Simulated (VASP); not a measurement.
# ZrSe2 (P-3m1) in VASP: single point with HSE06

Aim: the single point of ZrSe2 with HSE06.

Everything below comes from runs of VASP 6.6.1. Logs are shortened: lines on timing, memory, paths and dates and some standing lists are left out, and cuts for length are marked.

## (1) The cell of the first run

It takes space group P-3m1 (No. 164, trigonal). Conventional cell: a = 3.788 Å, b = 3.788 Å, c = 6.180 Å, α = 90.00°, β = 90.00°, γ = 120.00°. Zr (site symmetry -3m) has 6 Se at 2.69 Å within 3.5 Å. Se (site symmetry 3m) has 3 Zr at 2.69 Å within 3.5 Å.

## (2) Single point, HSE06

File POSCAR:

```
ZrSe2
1.0
    3.7881123534      0.0000000000      0.0000000000
   -1.8940561767      3.2806015304      0.0000000000
    0.0000000000      0.0000000000      6.1800629117
Zr Se
1 2
Direct
    0.0000000000      0.0000000000      0.0000000000
    0.3333333333      0.6666666667      0.2538098059
    0.6666666667      0.3333333333      0.7461901941
```

File INCAR.step1:

```
SYSTEM = ZrSe2
  PREC = Accurate
  ENCUT = 400
  EDIFF = 1E-5
  ISMEAR = 0
  SIGMA = 0.01
  LREAL = .False.
  LASPH = .True.
  NELM = 120
  ALGO = Normal
  ISIF = 2
  LWAVE = .True.
  LCHARG = .False.
  GGA = PE
  NBANDS = 19
  GGA_COMPAT = .False.
```

File INCAR.step2:

```
SYSTEM = ZrSe2
  PREC = Accurate
  ENCUT = 400
  EDIFF = 1E-6
  ISMEAR = 0
  SIGMA = 0.01
  LREAL = .False.
  LASPH = .True.
  NELM = 120
  ALGO = Normal
  ISIF = 2
  LWAVE = .False.
  LCHARG = .False.
  GGA = PE
  LHFCALC = .True.
  HFSCREEN = 0.2079
  PRECFOCK = Normal
  ISTART = 1
  NBANDS = 19
  GGA_COMPAT = .False.
```

File KPOINTS:

```
regular mesh
0
Gamma
  6 6 2
  0 0 0
```

Potentials or basis: VASP PAW PBE potentials, release 64 (Zr_sv, Se).

Command:

```
cat potpaw_PBE.64/Zr_sv/POTCAR potpaw_PBE.64/Se/POTCAR > POTCAR
cp INCAR.step1 INCAR
mpirun -np 1 vasp_std > vasp.out
cp INCAR.step2 INCAR
mpirun -np 1 vasp_std > vasp.out
```

OUTCAR:

```text
SYSTEM = ZrSe2
   PREC = Accurate
   ENCUT = 400
   EDIFF = 1E-6
   ISMEAR = 0
   LREAL = .False.
   LASPH = .True.
   NELM = 120
   ISIF = 2
   GGA = PE
   LHFCALC = .True.
   HFSCREEN = 0.2079
   PRECFOCK = Normal
   ISTART = 1

 ion  position               nearest neighbor table
   1  0.000  0.000  0.000-   2 2.69   3 2.69   2 2.69   3 2.69   3 2.69   2 2.69
   2  0.333  0.667  0.254-   1 2.69   1 2.69   1 2.69
   3  0.667  0.333  0.746-   1 2.69   1 2.69   1 2.69

  LATTYP: Found a hexagonal cell.
 ALAT       =     3.7881123534
 C/A-ratio  =     1.6314360122

  Lattice vectors:

 A1 = (   3.7881123534,   0.0000000000,   0.0000000000)
 A2 = (  -1.8940561767,   3.2806015304,   0.0000000000)
 A3 = (   0.0000000000,   0.0000000000,   6.1800629117)

Analysis of symmetry for initial positions (statically):
=====================================================================
 Subroutine PRICEL returns:
 Original cell was already a primitive cell.

 Routine SETGRP: Setting up the symmetry group for a
 hexagonal supercell.

 Subroutine GETGRP returns: Found 12 space group operations
 (whereof 12 operations were pure point group operations)
 out of a pool of 24 trial point group operations.

The static configuration has the point symmetry D_3d.

Analysis of symmetry for dynamics (positions and initial velocities):
=====================================================================
 Subroutine PRICEL returns:
 Original cell was already a primitive cell.

 Routine SETGRP: Setting up the symmetry group for a
 hexagonal supercell.

 Subroutine GETGRP returns: Found 12 space group operations
 (whereof 12 operations were pure point group operations)
 out of a pool of 24 trial point group operations.

The dynamic configuration has the point symmetry D_3d.

 Subroutine INISYM returns: Found 12 space group operations
 (whereof 12 operations are pure point group operations),
 and found     1 'primitive' translations

----------------------------------------------------------------------------------------

                                     Primitive cell

  volume of cell :      76.8014

  direct lattice vectors                    reciprocal lattice vectors
     3.788112353  0.000000000  0.000000000     0.263983722  0.152411073  0.000000000
    -1.894056177  3.280601530  0.000000000     0.000000000  0.304822146  0.000000000
     0.000000000  0.000000000  6.180062912     0.000000000  0.000000000  0.161810651

  length of vectors
     3.788112353  3.788112353  6.180062912     0.304822146  0.304822146  0.161810651

  position of ions in fractional coordinates (direct lattice)
     0.000000000  0.000000000  0.000000000
     0.333333333  0.666666667  0.253809806
     0.666666667  0.333333333  0.746190194

  ion indices of the primitive-cell ions
   primitive index   ion index
                 1           1
                 2           2
                 3           3

----------------------------------------------------------------------------------------

 KPOINTS: regular mesh

Automatic generation of k-mesh.
 Grid dimensions read from file:
 generate k-points for:    6    6    2

 Generating k-lattice:

  Cartesian coordinates                     Fractional coordinates (reciprocal lattice)
     0.043997287  0.025401846  0.000000000     0.166666667  0.000000000  0.000000000
     0.000000000  0.050803691  0.000000000     0.000000000  0.166666667  0.000000000
     0.000000000  0.000000000  0.080905325     0.000000000  0.000000000  0.500000000

  Length of vectors
     0.050803691  0.050803691  0.080905325

  Shift w.r.t. Gamma in fractional coordinates (k-lattice)
     0.000000000  0.000000000  0.000000000

 Subroutine IBZKPT returns following result:
 ===========================================

 Found     14 irreducible k-points:

 Following reciprocal coordinates:
            Coordinates               Weight
  0.000000  0.000000  0.000000      1.000000
  0.166667  0.000000  0.000000      6.000000
  0.333333  0.000000  0.000000      6.000000
  0.500000  0.000000  0.000000      3.000000
  0.166667  0.166667  0.000000      6.000000
  0.333333  0.166667  0.000000     12.000000
  0.333333  0.333333  0.000000      2.000000
  0.000000  0.000000  0.500000      1.000000
  0.166667  0.000000  0.500000      6.000000
  0.333333  0.000000  0.500000      6.000000
  0.500000  0.000000  0.500000      3.000000
  0.166667  0.166667  0.500000      6.000000
  0.333333  0.166667  0.500000     12.000000
  0.333333  0.333333  0.500000      2.000000
   k-points           NKPTS =     14   k-points in BZ     NKDIM =     72   number of bands    NBANDS=     19
   number of dos      NEDOS =    301   number of ions     NIONS =      3
   total plane-waves  NPLWV =  31360
   dimension x,y,z NGX =    28 NGY =   28 NGZ =   40
   dimension x,y,z NGXF=    56 NGYF=   56 NGZF=   80
   ions per type =               1   2
   NGX,Y,Z   is equivalent  to a cutoff of  12.29, 12.29, 10.76 a.u.
   NGXF,Y,Z  is equivalent  to a cutoff of  24.58, 24.58, 21.52 a.u.
 SYSTEM =  ZrSe2
   PREC   = accura    normal or accurate (medium, high low for compatibility)
   ISTART =      1    job   : 0-new  1-cont  2-samecut
   ICHARG =      0    charge: 1-file 2-atom 10-const
   ISPIN  =      1    spin polarized calculation?
   LNONCOLLINEAR =      F non collinear calculations
   LSORBIT =      F    spin-orbit coupling
   LASPH  =      T    aspherical Exc in radial PAW
   ENCUT  =  400.0 eV  29.40 Ry    5.42 a.u.   6.18  6.18 10.08*2*pi/ulx,y,z
   NELM   =    120;   NELMIN=  2; NELMDL=  0     # of ELM steps
   EDIFF  = 0.1E-05   stopping-criterion for ELM
   LREAL  =      F    real-space projection
   EDIFFG = 0.1E-04   stopping-criterion for IOM
   NSW    =      0    number of steps for IOM
   IBRION =     -1    ionic relax: 0-MD 1-quasi-New 2-CG
   NFREE  =      0    steps in history (QN), initial steepest desc. (CG)
   ISIF   =      2    stress and relaxation
   ISYM   =      3    0-nonsym 1-usesym 2-fastsym
   POTIM  = 0.5000    time-step for ionic-motion
   TEBEG  =    0.0;   TEEND  =   0.0 temperature during run
   PSTRESS=    0.0 pullay stress
   NELECT =      24.0000    total number of electrons
   NUPDOWN=      -1.0000    fix difference up-down
   EMIN   =  10.00;   EMAX   =-10.00  energy-range for DOS
   EFERMI =   0.00;   METHOD = LEGACY
   ISMEAR =     0;   SIGMA  =   0.01  broadening in eV -4-tet -1-fermi 0-gaus
   EFERMI_NEDOS =   21; number of points for ismear=-14 and -15
   IALGO  =     38    algorithm
   IMIX   =      1    mixing-type and parameters
     AMIX     =   0.40;   BMIX     =  1.00
     AMIX_MAG =   1.60;   BMIX_MAG =  1.00
  volume/ion in A,a.u.               =      25.60       172.76
  Fermi-wavevector in a.u.,A,eV,Ry     =   1.110935  2.099364 16.792006  1.234178
  Thomas-Fermi vector in A             =   2.247493
   LORBIT       =      0    0 simple, 1 ext, 2 COOP (PROOUT), +10 PAW based schemes
   GGA     = PE    functional components
   LHFCALC =     T    Hartree Fock is set to
   PRECFOCK=normal    Normal, Fast or Accurate (Low or Medium for compatibility)
   ENCUT4O =  -1.0   cutoff for four orbital integrals eV
   NKREDX  =     1    reduce k-point grid by
   NKREDY  =     1    reduce k-point grid by
   NKREDZ  =     1    reduce k-point grid by
   AEXX    =    0.2500 exact exchange contribution
   HFSCREEN=    0.2079 screening length (either q_TF or 0.3 A-1)
   HFSCREENC=   0.2079 screening length for correlation (either q_TF or 0.3 A-1)
   ENCUTFOCK=  -1.0 apply spherical cutoff to Coloumb kernel
   IVDW    =     0    specifies the selected vdW correction
   LEPSILON=     F    determine dielectric tensor
   LRPA    =     F    only Hartree local field effects (RPA)
 non-spin polarized calculation
 Gauss-broadening in eV      SIGMA  =   0.01
  energy-cutoff  :      400.00
  volume of cell :       76.80
 maximum number of plane-waves:      1404
 NGX is ok and might be reduce to    28
  NGX = 20; NGY = 20; NGZ = 32

 number of electron      24.0000000 magnetization

 Free energy of the ion-electron system (eV)
  ---------------------------------------------------
  ext. energy  EPLUGINS =         0.00000000
  ---------------------------------------------------
  free energy    TOTEN  =       -23.32281135 eV

  energy without entropy =      -23.32281135  energy(sigma->0) =      -23.32281135

 E-fermi :   4.1018     XC(G=0):  -7.8966

 val. band max:        3.8894631401   @ k =   0.0000   0.0000   0.0000
 cond. band min:       4.8579596485   @ k =   0.5000   0.0000   0.5000
 fundamental gap:      0.9684965084
 Fermi energy:         4.1017786102

 k-point     1 :       0.0000    0.0000    0.0000
  band No.  band energies     occupation
      1     -49.1668      2.00000
      2     -25.8189      2.00000
      3     -25.6814      2.00000
      4     -25.6814      2.00000
      5     -10.6460      2.00000
      6      -9.2152      2.00000
[... 11 lines left out ...]
     18       9.5527      0.00000
     19       9.6991      0.00000

 k-point     2 :       0.1667    0.0000    0.0000
  band No.  band energies     occupation
      1     -49.1632      2.00000
      2     -25.8064      2.00000
      3     -25.7381      2.00000
      4     -25.6937      2.00000
      5     -10.3720      2.00000
      6      -9.2405      2.00000
[... 11 lines left out ...]
     18      10.8855      0.00000
     19      11.5049      0.00000

 k-point     3 :       0.3333    0.0000    0.0000
  band No.  band energies     occupation
      1     -49.1559      2.00000
      2     -25.8503      2.00000
      3     -25.7805      2.00000
      4     -25.7183      2.00000
      5      -9.7725      2.00000
      6      -9.2757      2.00000
[... 11 lines left out ...]
     18      11.4571      0.00000
     19      12.0527      0.00000

 k-point     4 :       0.5000    0.0000    0.0000
  band No.  band energies     occupation
      1     -49.1523      2.00000
      2     -25.9051      2.00000
      3     -25.7679      2.00000
      4     -25.7304      2.00000
      5      -9.5045      2.00000
      6      -9.2111      2.00000
[... 187 lines left out ...]
     18      12.2443      0.00000
     19      12.6837      0.00000

 k-point    13 :       0.3333    0.1667    0.5000
  band No.  band energies     occupation
      1     -49.1523      2.00000
      2     -25.8755      2.00000
      3     -25.7691      2.00000
      4     -25.7593      2.00000
      5      -9.5062      2.00000
      6      -9.2038      2.00000
[... 11 lines left out ...]
     18      11.0451      0.00000
     19      11.9092      0.00000

 k-point    14 :       0.3333    0.3333    0.5000
  band No.  band energies     occupation
      1     -49.1505      2.00000
      2     -25.8348      2.00000
      3     -25.8348      2.00000
      4     -25.7623      2.00000
      5      -9.2726      2.00000
      6      -9.2726      2.00000
[... 11 lines left out ...]
     18      12.3770      0.00000
     19      12.3778      0.00000

------------------------ aborting loop because EDIFF is reached ----------------------------------------

  FORCE on cell =-STRESS in cart. coord.  units (eV):
  Direction    XX          YY          ZZ          XY          YZ          ZX
  --------------------------------------------------------------------------------------
  -------------------------------------------------------------------------------------
  Total        0.0340284      0.0340284      0.2472585     -0.0000000      0.0000000      0.0000000
  in kB        0.7098770      0.7098770      5.1581345     -0.0000000      0.0000000      0.0000000
  external PRESSURE =       2.1926295 kB  Pullay stress =       0.0000000 kB

 VOLUME and BASIS-vectors are now :
 -----------------------------------------------------------------------------
  energy-cutoff  :      400.00
  volume of cell :       76.80
      direct lattice vectors                 reciprocal lattice vectors
     3.788112353  0.000000000  0.000000000     0.263983722  0.152411073  0.000000000
    -1.894056177  3.280601530  0.000000000     0.000000000  0.304822146  0.000000000
     0.000000000  0.000000000  6.180062912     0.000000000  0.000000000  0.161810651

 POSITION                                       TOTAL-FORCE (eV/Angst)
 -----------------------------------------------------------------------------------
      0.00000      0.00000      0.00000         0.000000      0.000000      0.000000
     -0.00000      2.18707      1.56856         0.000000     -0.000000     -0.159390
      1.89406      1.09353      4.61150        -0.000000      0.000000      0.159390
 -----------------------------------------------------------------------------------
    total drift:                                0.000000      0.000000     -0.000000

  FREE ENERGIE OF THE ION-ELECTRON SYSTEM (eV)
  ---------------------------------------------------
  free  energy   TOTEN  =       -23.3228113523 eV

  energy  without entropy=      -23.3228113523  energy(sigma->0) =      -23.32281135
```

Wall time 32 min (1 thread of Intel Xeon 8259CL, shared host); peak memory 0.29 GiB.

What came out:

| Property | Result |
| --- | --- |
| Free energy | -23.3228 eV |
| Pressure | 0.2 GPa |
| Largest force | 0.159 eV/Å |
| Band gap on the k mesh | 0.97 eV (least direct gap 1.80 eV) |

Forces on the atoms (eV/Å):
```
Zr   0.000  0.000  0.000
Se   0.000  0.000 -0.159
Se   0.000  0.000  0.159
```

Caveat: the k points lie up to 0.51 Å⁻¹ apart; the PAW data sets were made with another functional, which shifts forces and pressure a little; this functional lacks dispersion, which binds the layers, so the pressure and a relaxed spacing across them are unreliable. A k mesh can miss the band edges.
